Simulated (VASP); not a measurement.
# Ga (Cmcm) in VASP: a series of runs

Ga is run at these levels: PBEsol; tasks: single point.

Everything below comes from runs of VASP 6.6.1. Logs are shortened: lines on timing, memory, paths and dates and some standing lists are left out, and cuts for length are marked.

## 1. The cell of the first run

It takes space group Cmcm (No. 63, orthorhombic). The conventional cell has a = 7.583 Å, b = 4.622 Å, c = 4.458 Å, α = 90.00°, β = 90.00°, γ = 90.00°. Within 3.3 Å of Ga (site symmetry m) lie 7 Ga at 2.46 to 2.74 Å.

## 2. Single point, PBEsol (volume scaled by 0.98)

INCAR

```
SYSTEM = Ga
ALGO = Fast
EDIFF = 1E-6
ENCUT = 520
GGA = PS
ISIF = 2
ISMEAR = -1
LASPH = .True.
LCHARG = .True.
LELF = .True.
LREAL = .False.
LVHAR = .True.
LWAVE = .False.
NBANDS = 34
NELM = 60
PREC = Accurate
SIGMA = 0.05
```

KPOINTS

```
k-points
0
Gamma
  7 7 6
  0 0 0
```

POSCAR

```
Ga
1.0
    3.7913386797     -2.3110141161      0.0000000000
    3.7913386797      2.3110141161      0.0000000000
    0.0000000000      0.0000000000      4.4581305823
Ga
4
Direct
    0.6655504900      0.0096853900      0.2500000000
    0.0096853900      0.6655504900      0.7500000000
    0.3344495100      0.9903146100      0.7500000000
    0.9903146100      0.3344495100      0.2500000000
```

Potentials or basis: VASP PAW PBE potentials, release 64 (Ga_d).

Run with:

```sh
$ cat potpaw_PBE.64/Ga_d/POTCAR > POTCAR
$ mpirun -np 1 vasp_std > vasp.out
```

OUTCAR:

```text
SYSTEM = Ga
   EDIFF = 1E-6
   ENCUT = 520
   GGA = PS
   ISIF = 2
   ISMEAR = -1
   LASPH = .True.
   LREAL = .False.
   NELM = 60
   PREC = Accurate

 ion  position               nearest neighbor table
   1  0.666  0.010  0.250-   4 2.46   4 2.67   4 2.67   3 2.69   3 2.69   2 2.74   2 2.74
   2  0.010  0.666  0.750-   3 2.46   3 2.67   3 2.67   4 2.69   4 2.69   1 2.74   1 2.74
   3  0.334  0.990  0.750-   2 2.46   2 2.67   2 2.67   1 2.69   1 2.69   4 2.74   4 2.74
   4  0.990  0.334  0.250-   1 2.46   1 2.67   1 2.67   2 2.69   2 2.69   3 2.74   3 2.74

  LATTYP: Found a base centered orthorhombic cell.
 ALAT       =     4.6220282322
 B/A-ratio  =     1.6405519349
 C/A-ratio  =     0.9645398856

  Lattice vectors:

 A1 = (  -3.7913386797,  -2.3110141161,   0.0000000000)
 A2 = (   3.7913386797,  -2.3110141161,   0.0000000000)
 A3 = (   0.0000000000,   0.0000000000,   4.4581305823)

Analysis of symmetry for initial positions (statically):
=====================================================================
 Subroutine PRICEL returns:
 Original cell was already a primitive cell.

 Routine SETGRP: Setting up the symmetry group for a
 base centered orthorhombic supercell.

 Subroutine GETGRP returns: Found  8 space group operations
 (whereof  4 operations were pure point group operations)
 out of a pool of  8 trial point group operations.

The static configuration has the point symmetry C_2h.
 The point group associated with its full space group is D_2h.

Analysis of symmetry for dynamics (positions and initial velocities):
=====================================================================
 Subroutine PRICEL returns:
 Original cell was already a primitive cell.

 Routine SETGRP: Setting up the symmetry group for a
 base centered orthorhombic supercell.

 Subroutine GETGRP returns: Found  8 space group operations
 (whereof  4 operations were pure point group operations)
 out of a pool of  8 trial point group operations.

The dynamic configuration has the point symmetry C_2h.
 The point group associated with its full space group is D_2h.

 Subroutine INISYM returns: Found  8 space group operations
 (whereof  4 operations are pure point group operations),
 and found     1 'primitive' translations

----------------------------------------------------------------------------------------

                                     Primitive cell

  volume of cell :      78.1228

  direct lattice vectors                    reciprocal lattice vectors
     3.791338680 -2.311014116  0.000000000     0.131879540 -0.216355234  0.000000000
     3.791338680  2.311014116  0.000000000     0.131879540  0.216355234  0.000000000
     0.000000000  0.000000000  4.458130582     0.000000000  0.000000000  0.224309266

  length of vectors
     4.440161622  4.440161622  4.458130582     0.253380742  0.253380742  0.224309266

  position of ions in fractional coordinates (direct lattice)
     0.665550490  0.009685390  0.250000000
     0.009685390  0.665550490  0.750000000
     0.334449510  0.990314610  0.750000000
     0.990314610  0.334449510  0.250000000

  ion indices of the primitive-cell ions
   primitive index   ion index
                 1           1
                 2           2
                 3           3
                 4           4

----------------------------------------------------------------------------------------

 KPOINTS: k-points

Automatic generation of k-mesh.
 Grid dimensions read from file:
 generate k-points for:    7    7    6

 Generating k-lattice:

  Cartesian coordinates                     Fractional coordinates (reciprocal lattice)
     0.018839934 -0.030907891  0.000000000     0.142857143  0.000000000  0.000000000
     0.018839934  0.030907891  0.000000000     0.000000000  0.142857143  0.000000000
     0.000000000  0.000000000  0.037384878     0.000000000  0.000000000  0.166666667

  Length of vectors
     0.036197249  0.036197249  0.037384878

  Shift w.r.t. Gamma in fractional coordinates (k-lattice)
     0.000000000  0.000000000  0.000000000

 Subroutine IBZKPT returns following result:
 ===========================================

 Found     64 irreducible k-points:

 Following reciprocal coordinates:
            Coordinates               Weight
  0.000000  0.000000  0.000000      1.000000
  0.142857  0.000000  0.000000      4.000000
  0.285714  0.000000  0.000000      4.000000
  0.428571  0.000000  0.000000      4.000000
  0.142857  0.142857  0.000000      2.000000
  0.285714  0.142857  0.000000      4.000000
[... 16 lines left out ...]
  0.428571  0.142857  0.166667      8.000000
 -0.428571  0.142857  0.166667      8.000000
 [... further k-points ...]
   k-points           NKPTS =     64   k-points in BZ     NKDIM =     64   number of bands    NBANDS=     34
   number of dos      NEDOS =    301   number of ions     NIONS =      4
   total plane-waves  NPLWV =  46656
   dimension x,y,z NGX =    36 NGY =   36 NGZ =   36
   dimension x,y,z NGXF=    72 NGYF=   72 NGZF=   72
   ions per type =               4
   NGX,Y,Z   is equivalent  to a cutoff of  13.48, 13.48, 13.42 a.u.
   NGXF,Y,Z  is equivalent  to a cutoff of  26.96, 26.96, 26.85 a.u.
 SYSTEM =  Ga
   PREC   = accura    normal or accurate (medium, high low for compatibility)
   ISTART =      0    job   : 0-new  1-cont  2-samecut
   ICHARG =      2    charge: 1-file 2-atom 10-const
   ISPIN  =      1    spin polarized calculation?
   LNONCOLLINEAR =      F non collinear calculations
   LSORBIT =      F    spin-orbit coupling
   LASPH  =      T    aspherical Exc in radial PAW
   ENCUT  =  520.0 eV  38.22 Ry    6.18 a.u.   8.26  8.26  8.29*2*pi/ulx,y,z
   NELM   =     60;   NELMIN=  2; NELMDL= -5     # of ELM steps
   EDIFF  = 0.1E-05   stopping-criterion for ELM
   LREAL  =      F    real-space projection
   EDIFFG = 0.1E-04   stopping-criterion for IOM
   NSW    =      0    number of steps for IOM
   IBRION =     -1    ionic relax: 0-MD 1-quasi-New 2-CG
   NFREE  =      0    steps in history (QN), initial steepest desc. (CG)
   ISIF   =      2    stress and relaxation
   ISYM   =      2    0-nonsym 1-usesym 2-fastsym
   POTIM  = 0.5000    time-step for ionic-motion
   TEBEG  =    0.0;   TEEND  =   0.0 temperature during run
   PSTRESS=    0.0 pullay stress
   NELECT =      52.0000    total number of electrons
   NUPDOWN=      -1.0000    fix difference up-down
   EMIN   =  10.00;   EMAX   =-10.00  energy-range for DOS
   EFERMI =   0.00;   METHOD = LEGACY
   ISMEAR =    -1;   SIGMA  =   0.05  broadening in eV -4-tet -1-fermi 0-gaus
   EFERMI_NEDOS =   21; number of points for ismear=-14 and -15
   IALGO  =     68    algorithm
   IMIX   =      4    mixing-type and parameters
     AMIX     =   0.40;   BMIX     =  1.00
     AMIX_MAG =   1.60;   BMIX_MAG =  1.00
  volume/ion in A,a.u.               =      19.53       131.80
  Fermi-wavevector in a.u.,A,eV,Ry     =   1.429387  2.701151 27.798722  2.043148
  Thomas-Fermi vector in A             =   2.549347
   LORBIT       =      0    0 simple, 1 ext, 2 COOP (PROOUT), +10 PAW based schemes
   GGA     = PS    functional components
   LHFCALC =     F    Hartree Fock is set to
   AEXX    =    0.0000 exact exchange contribution
   IVDW    =     0    specifies the selected vdW correction
   LEPSILON=     F    determine dielectric tensor
   LRPA    =     F    only Hartree local field effects (RPA)
 non-spin polarized calculation
 RMM-DIIS sequential band-by-band and
  energy-cutoff  :      520.00
  volume of cell :       78.12
 maximum number of plane-waves:      2122
 NGX is ok and might be reduce to    36
   NGX = 17   NGY = 17   NGZ = 17

 number of electron      51.9999988 magnetization

 Free energy of the ion-electron system (eV)
  ---------------------------------------------------
  ext. energy  EPLUGINS =         0.00000000
  ---------------------------------------------------
  free energy    TOTEN  =       -13.34798194 eV

  energy without entropy =      -13.34309181  energy(sigma->0) =      -13.34553687

 E-fermi :   4.9583     XC(G=0): -10.7556

 val. band max:        4.9155898634   @ k =   0.0000   0.0000   0.5000
 cond. band min:       4.9686154154   @ k =   0.4286   0.0000   0.0000
 fundamental gap:      0.0530255521
 Fermi energy:         4.9583197998

 k-point     1 :       0.0000    0.0000    0.0000
  band No.  band energies     occupation
      1     -10.2551      2.00000
      2     -10.2258      2.00000
      3     -10.2029      2.00000
      4     -10.1593      2.00000
      5     -10.0915      2.00000
      6     -10.0737      2.00000
[... 26 lines left out ...]
     33      11.3134      0.00000
     34      11.3663      0.00000

 k-point     2 :       0.1429    0.0000    0.0000
  band No.  band energies     occupation
      1     -10.2469      2.00000
      2     -10.2155      2.00000
      3     -10.2127      2.00000
      4     -10.1767      2.00000
      5     -10.1242      2.00000
      6     -10.1136      2.00000
[... 26 lines left out ...]
     33      11.1386      0.00000
     34      12.4358      0.00000

 k-point     3 :       0.2857    0.0000    0.0000
  band No.  band energies     occupation
      1     -10.2372      2.00000
      2     -10.2248      2.00000
      3     -10.2069      2.00000
      4     -10.1857      2.00000
      5     -10.1769      2.00000
      6     -10.1251      2.00000
[... 26 lines left out ...]
     33      11.1495      0.00000
     34      11.4939      0.00000

 k-point     4 :       0.4286    0.0000    0.0000
  band No.  band energies     occupation
      1     -10.2554      2.00000
      2     -10.2264      2.00000
      3     -10.2076      2.00000
      4     -10.2009      2.00000
      5     -10.1398      2.00000
      6     -10.1255      2.00000
[... 26 lines left out ...]
     33      11.1759      0.00000
     34      11.8281      0.00000

 k-point     5 :       0.1429    0.1429    0.0000
  band No.  band energies     occupation
      1     -10.2368      2.00000
      2     -10.2333      2.00000
      3     -10.1955      2.00000
      4     -10.1918      2.00000
      5     -10.1168      2.00000
      6     -10.1099      2.00000
[... 621 lines left out ...]
 k-point    22 :       0.2857    0.1429    0.1667
  band No.  band energies     occupation
      1     -10.2394      2.00000
      2     -10.2245      2.00000
      3     -10.2170      2.00000
      4     -10.1749      2.00000
      5     -10.1458      2.00000
      6     -10.1281      2.00000
[... 26 lines left out ...]
     33      10.9816      0.00000
     34      12.1465      0.00000

 k-point    23 :       0.4286    0.1429    0.1667
  band No.  band energies     occupation
      1     -10.2596      2.00000
      2     -10.2351      2.00000
      3     -10.2058      2.00000
      4     -10.1867      2.00000
      5     -10.1703      2.00000
      6     -10.1278      2.00000
[... 26 lines left out ...]
     33      12.6176      0.00000
     34      12.7940      0.00000

 k-point    24 :      -0.4286    0.1429    0.1667
  band No.  band energies     occupation
      1     -10.2709      2.00000
      2     -10.2574      2.00000
      3     -10.1901      2.00000
      4     -10.1797      2.00000
      5     -10.1643      2.00000
      6     -10.1138      2.00000
[... 26 lines left out ...]
     33      12.8112      0.00000
     34      13.1595      0.00000

 [... further k-points ...]
[... 5 lines left out ...]
  --------------------------------------------------------------------------------------
  -------------------------------------------------------------------------------------
  Total        0.8272618      0.2730514      0.4314147      0.0000000     -0.0000000      0.0000000
  in kB       16.9658484      5.5998579      8.8476424      0.0000000     -0.0000000      0.0000000
  external PRESSURE =      10.4711162 kB  Pullay stress =       0.0000000 kB

 VOLUME and BASIS-vectors are now :
 -----------------------------------------------------------------------------
  energy-cutoff  :      520.00
  volume of cell :       78.12
      direct lattice vectors                 reciprocal lattice vectors
     3.791338680 -2.311014116  0.000000000     0.131879540 -0.216355234  0.000000000
     3.791338680  2.311014116  0.000000000     0.131879540  0.216355234  0.000000000
     0.000000000  0.000000000  4.458130582     0.000000000  0.000000000  0.224309266

 POSITION                                       TOTAL-FORCE (eV/Angst)
 -----------------------------------------------------------------------------------
      2.56005     -1.51571      1.11453        -0.019537      0.033257      0.000000
      2.56005      1.51571      3.34360        -0.019537     -0.033257      0.000000
      5.02263      1.51571      3.34360         0.019537     -0.033257      0.000000
      5.02263     -1.51571      1.11453         0.019537      0.033257      0.000000
 -----------------------------------------------------------------------------------
    total drift:                                0.000000      0.000000     -0.000000

  FREE ENERGIE OF THE ION-ELECTRON SYSTEM (eV)
  ---------------------------------------------------
  free  energy   TOTEN  =       -13.3479819406 eV

  energy  without entropy=      -13.3430918091  energy(sigma->0) =      -13.34553687
```

Wall time 2.3 min (1 thread of Intel Xeon Platinum 8375C at 2.90GHz (Ice Lake), shared host); peak memory 0.27 GiB.

Results:

```
Free energy            : -13.3480 eV
Pressure               : 1.0 GPa
Largest force          : 0.039 eV/Å
Band gap on the k mesh : zero (band 26 reaches 5.27 eV, above the bottom of band 27 at 4.54 eV)
```

Forces on the atoms (eV/Å):
```
Ga  -0.020  0.033  0.000
Ga  -0.020 -0.033  0.000
Ga   0.020 -0.033  0.000
Ga   0.020  0.033  0.000
```

Stress tensor (GPa, compression positive):
```
1.70 0.00 0.00
0.00 0.56 0.00
0.00 0.00 0.88
```

Caveat: the cell differs from its parent crystal (volume scaled by 0.98); the PAW data sets were made with another functional, which shifts forces and pressure a little.

## 3. Single point, PBEsol

This run uses another cell than the first one, of 19.93 Å³/atom, 1.020 times its volume.

INCAR

```
SYSTEM = Ga
PREC     = Accurate       ! precision mode
ENCUT    = 520            ! plane-wave cutoff, eV
EDIFF    = 1E-6           ! SCF threshold, eV
ISMEAR   = -1             ! smearing method
SIGMA    = 0.05           ! smearing width, eV
LREAL    = .FALSE.        ! projectors in reciprocal space
LASPH    = .TRUE.         ! aspherical terms in the spheres
NELM     = 80             ! most SCF steps
ALGO     = Fast           ! electronic algorithm
ISIF     = 2              ! what is computed and relaxed
LWAVE    = .FALSE.        ! write WAVECAR
LCHARG   = .FALSE.        ! write CHGCAR
GGA      = PS             ! functional
NBANDS   = 34             ! bands
```

KPOINTS

```
regular mesh
0
G
  7 7 6
  0 0 0
```

POSCAR

```
Ga
1.0
    3.8169566100     -2.3266295500      0.0000000000
    3.8169566100      2.3266295500      0.0000000000
    0.0000000000      0.0000000000      4.4882540000
Ga
4
Direct
    0.6655504900      0.0096853900      0.2500000000
    0.0096853900      0.6655504900      0.7500000000
    0.3344495100      0.9903146100      0.7500000000
    0.9903146100      0.3344495100      0.2500000000
```

Potentials or basis: VASP PAW PBE potentials, release 64 (Ga_d).

Run with:

```sh
$ cat potpaw_PBE.64/Ga_d/POTCAR > POTCAR
$ mpirun -np 1 vasp_std > vasp.out
```

Run time: 2 min. Hardware: 1 thread of Intel Xeon Platinum 8375C at 2.90GHz (Ice Lake), shared host; peak memory 0.27 GiB.

Results (log left out):

- Free energy: -13.3533 eV
- Pressure: -0.2 GPa
- Largest force: 0.027 eV/Å
- Band gap on the k mesh: zero (band 26 reaches 5.10 eV, above the bottom of band 27 at 4.38 eV)

Forces in eV/Å, atoms in the order of the input:
```
Ga  -0.021  0.018  0.000
Ga  -0.021 -0.018  0.000
Ga   0.021 -0.018  0.000
Ga   0.021  0.018  0.000
```

Stress tensor (GPa, compression positive):
```
 0.33  0.00  0.00
 0.00 -0.53  0.00
 0.00  0.00 -0.37
```

Levels at points of the mesh, in eV from the Fermi level:
```csv
k point,band 24,band 25,band 26,band 27,band 28,band 29
"(0.00, 0.00, 0.00)",-2.54,-2.34,-1.12,0.90,0.97,2.34
"(0.00, 0.00, 0.50)",-0.74,-0.43,-0.43,-0.04,-0.04,2.79
```

Caveat: the PAW data sets were made with another functional, which shifts forces and pressure a little.

## 4. Single point, PBEsol

This run uses another cell than the first one, of 19.93 Å³/atom, 1.020 times its volume.

INCAR

```
  ALGO = Fast
  EDIFF = 1E-7
  ENCUT = 520
  GGA = PS
  ISIF = 2
  ISMEAR = -1
  LASPH = T
  LCHARG = F
  LREAL = F
  LWAVE = F
  NBANDS = 34
  NELM = 100
  PREC = Accurate
  SIGMA = 0.05
```

KPOINTS

```
k-points
0
Gamma
  7 7 6
```

POSCAR is that of step 3.

Run with:

```sh
$ cat potpaw_PBE.64/Ga_d/POTCAR > POTCAR
$ mpirun -np 1 vasp_std > vasp.out
```

Wall time 2.3 min (1 thread of Intel Xeon Platinum 8375C at 2.90GHz (Ice Lake), shared host); peak memory 0.28 GiB.

It converged, with:

| Item | Value |
| --- | --- |
| Free energy | -13.3533 eV |
| Pressure | -0.1 GPa |
| Largest force | 0.027 eV/Å |
| Band gap on the k mesh | zero (band 26 reaches 5.10 eV, above the bottom of band 27 at 4.38 eV) |

Forces on the atoms (eV/Å):
```
Ga  -0.020  0.018  0.000
Ga  -0.020 -0.018  0.000
Ga   0.020 -0.018  0.000
Ga   0.020  0.018  0.000
```

Stress tensor (GPa, compression positive):
```
 0.45  0.00  0.00
 0.00 -0.41  0.00
 0.00  0.00 -0.25
```

Levels at points of the mesh, in eV from the Fermi level:
```
           k point  band 24  band 25  band 26  band 27  band 28  band 29
(0.00, 0.00, 0.00)    -2.54    -2.34    -1.12     0.90     0.97     2.34
(0.00, 0.00, 0.50)    -0.74    -0.43    -0.43    -0.04    -0.04     2.79
```

Caveat: the PAW data sets were made with another functional, which shifts forces and pressure a little.

## 5. Single point, PBEsol (volume scaled by 1.02)

INCAR

```
SYSTEM = Ga
  PREC = Accurate
  ENCUT = 520
  EDIFF = 1E-6
  ISMEAR = -1
  SIGMA = 0.05
  LREAL = .FALSE.
  LASPH = .TRUE.
  NELM = 60
  ALGO = Fast
  ISIF = 2
  LWAVE = .FALSE.
  LCHARG = .FALSE.
  GGA = PS
  NBANDS = 34
```

KPOINTS

```
regular mesh
0
G
  7 7 6
  0 0 0
```

POSCAR

```
Ga
1.0
    3.8422352050     -2.3420381418      0.0000000000
    3.8422352050      2.3420381418      0.0000000000
    0.0000000000      0.0000000000      4.5179784027
Ga
4
Direct
    0.6655504900      0.0096853900      0.2500000000
    0.0096853900      0.6655504900      0.7500000000
    0.3344495100      0.9903146100      0.7500000000
    0.9903146100      0.3344495100      0.2500000000
```

Run with:

```sh
$ cat potpaw_PBE.64/Ga_d/POTCAR > POTCAR
$ mpirun -np 1 vasp_std > vasp.out
```

It took 2.2 min on 1 thread of Intel Xeon Platinum 8375C at 2.90GHz (Ice Lake), shared host; peak memory 0.27 GiB.

Results (log left out):

* Free energy: -13.3472 eV
* Pressure: -1.3 GPa
* Largest force: 0.022 eV/Å
* Band gap on the k mesh: zero (band 26 reaches 4.94 eV, above the bottom of band 27 at 4.23 eV)

Forces in eV/Å, atoms in the order of the input:
```
Ga  -0.022  0.004  0.000
Ga  -0.022 -0.004  0.000
Ga   0.022 -0.004  0.000
Ga   0.022  0.004  0.000
```

Stress tensor (GPa, compression positive):
```
-0.85  0.00  0.00
 0.00 -1.48  0.00
 0.00  0.00 -1.46
```

Levels at points of the mesh, in eV from the Fermi level:
```tsv
k point	band 22	band 23	band 24	band 25	band 26	band 27	band 28	band 29	band 30	band 31
(0.00, 0.00, 0.00)	-4.12	-3.24	-2.52	-2.36	-1.09	0.86	0.98	2.34	4.47	4.64
(0.00, 0.00, 0.50)	-9.12	-0.72	-0.72	-0.52	-0.52	-0.04	-0.04	2.77	2.77	3.12
```

Caveat: the cell differs from its parent crystal (volume scaled by 1.02); the PAW data sets were made with another functional, which shifts forces and pressure a little.

## 6. The runs side by side

```csv
cell,further INCAR settings,gap on the mesh (eV),pressure (GPa),largest force (eV/Å)
"a = 4.440, b = 4.440, c = 4.458 Å, angles 90.0, 90.0, 62.7°, 4 atoms",ALGO = Fast; EDIFF = 1e-06; NBANDS = 34,none,1.0,0.04
"a = 4.470, b = 4.470, c = 4.488 Å, angles 90.0, 90.0, 62.7°, 4 atoms",ALGO = Fast; EDIFF = 1e-06; NBANDS = 34,none,-0.2,0.03
"a = 4.470, b = 4.470, c = 4.488 Å, angles 90.0, 90.0, 62.7°, 4 atoms",ALGO = Fast; EDIFF = 1e-07; NBANDS = 34,none,-0.1,0.03
"a = 4.500, b = 4.500, c = 4.518 Å, angles 90.0, 90.0, 62.7°, 4 atoms",ALGO = Fast; EDIFF = 1e-06; NBANDS = 34,none,-1.3,0.02
```

Alike in all rows: task single point; level PBEsol; potentials or basis VASP PAW PBE potentials, release 64 (Ga_d); no spin polarisation; k mesh 7 × 7 × 6; cutoff (eV) 520; smearing fermi-dirac 0.05 eV.

Caveats: the PAW data sets were made with another functional, which shifts forces and pressure a little.

Absolute energies hang on the potentials; compare differences alone.
